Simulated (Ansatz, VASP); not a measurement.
# InO: VASP beside Ansatz

```
In O
1.0
     3.45361    0.00000    0.00000
    -1.72681    2.99092    0.00000
     0.00000    0.00000   15.87710
In O
2 2
Direct
  0.66667 0.33333 0.59002
  0.66667 0.33333 0.40998
  0.00000 0.00000 0.63987
  0.00000 0.00000 0.36013
```

Alike in both runs: task single point; functional LDA; k mesh 12 × 12 × 2; occupations gaussian, width 0.03 eV; no spin polarisation.

```csv
,VASP,Ansatz
version,VASP 6.6.1,Ansatz 0.2.0
potentials or method,"VASP PAW LDA potentials, release 64 (In_d, O), cutoff 520 eV","scalar-relativistic, plane waves, PAW"
valence electrons in the cell,38,38
```

|  | VASP | Ansatz | Ansatz less VASP |
| --- | --- | --- | --- |
| gap on the k mesh at the Fermi level (eV) | 0.29 | 0.29 | +0.006 |
| least direct gap on the mesh (eV) | 1.00 | 1.00 | -0.004 |
| rms of the force components (eV/Å) | 0.229 | 0.245 | +0.0157 |

LDA's correlation is that of Perdew and Zunger in VASP and of Perdew and Wang (1992) in Ansatz. Atom by atom the forces differ by 0.016 eV/Å (rms over components).
